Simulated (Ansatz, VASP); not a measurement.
**Two plane-wave programs on InSb3**

INCAR

```
ALGO     = Normal         # electronic algorithm
EDIFF    = 1E-6           # SCF threshold, eV
EDIFFG   = -0.005         # ionic threshold
ENCUT    = 600            # plane-wave cutoff, eV
GGA      = PS             # functional
IBRION   = 2              # ionic algorithm
ISIF     = 3              # what is computed and relaxed
ISMEAR   = 0              # smearing method
IVDW     = 12             # dispersion correction
LASPH    = T              # aspherical terms in the spheres
LCHARG   = F              # write CHGCAR
LREAL    = F              # projectors in reciprocal space
LWAVE    = F              # write WAVECAR
NELM     = 60             # most SCF steps
NSW      = 100            # ionic steps
PREC     = Accurate       # precision mode
SIGMA    = 0.1            # smearing width, eV
```

Contents of KPOINTS:

```
k-points
0
Gamma
  10 10 10
```

POSCAR

```
InSb3
1.0
    0.0000000000      3.6620664019      3.6620664019
    3.6620664019      0.0000000000      3.6620664019
    3.6620664019      3.6620664019      0.0000000000
In Sb
1 3
Direct
    0.0000000000      0.0000000000      0.0000000000
    0.2500000000      0.2500000000      0.2500000000
    0.7500000000      0.7500000000      0.7500000000
    0.5000000000      0.5000000000      0.5000000000
```

Input for Ansatz:

```yaml
crystal:
  lattice:
    - [0.0, 3.6620664039, 3.6620664039]
    - [3.6620664039, 0.0, 3.6620664039]
    - [3.6620664039, 3.6620664039, 0.0]
  atoms:
    - { symbol: In, position: [0.0, 0.0, 0.0] }
    - { symbol: Sb, position: [0.25, 0.25, 0.25] }
    - { symbol: Sb, position: [0.75, 0.75, 0.75] }
    - { symbol: Sb, position: [0.5, 0.5, 0.5] }
basis:
  ecutwfc: 420
kpoints:
  mp_grid: { grid: [10, 10, 10] }
hamiltonian:
  xc: pbesol
  dispersion: d3bj
scf:
  occupations: { method: gaussian, width: 0.1 }
output:
  forces: true
  stress: true
  eigenvalues: true
relax:
  adjacent_minimum: "off"
  f_tol: 0.005
  max_steps: 80
  cell: { stress_tol: 0.05 }
```

Alike in both runs: task relaxation of cell and atoms; functional PBEsol; dispersion D3(BJ); k mesh 10 × 10 × 10; occupations gaussian, width 0.1 eV; no spin polarisation.

|  | VASP | Ansatz |
| --- | --- | --- |
| version | VASP 6.6.1 | Ansatz 0.2.0 |
| potentials or method | VASP PAW PBE potentials, release 64 (In_d, Sb), cutoff 600 eV | scalar-relativistic, plane waves, PAW |
| valence electrons in the cell | 28 | 58 |

```csv
,VASP,Ansatz,Ansatz less VASP
"gap on the k mesh at the Fermi level, each at its own relaxed structure (eV)",none,none,-
relaxed volume (Å³/atom),24.58,24.56,-0.023
relaxed cell length with the largest relative difference (Å),5.181,5.179,-0.0016
```

VASP's potentials were made for PBE, not for PBEsol. A gap of «none» marks a metal or a gap that the smearing closes. VASP's potentials hold 28 valence electrons a cell and Ansatz's 58, so a difference there can come from the potentials and not from the codes.

Neither program's run includes spin-orbit coupling. Noted on VASP's run: too few bands were computed for a metal, which touches its energy and stress.
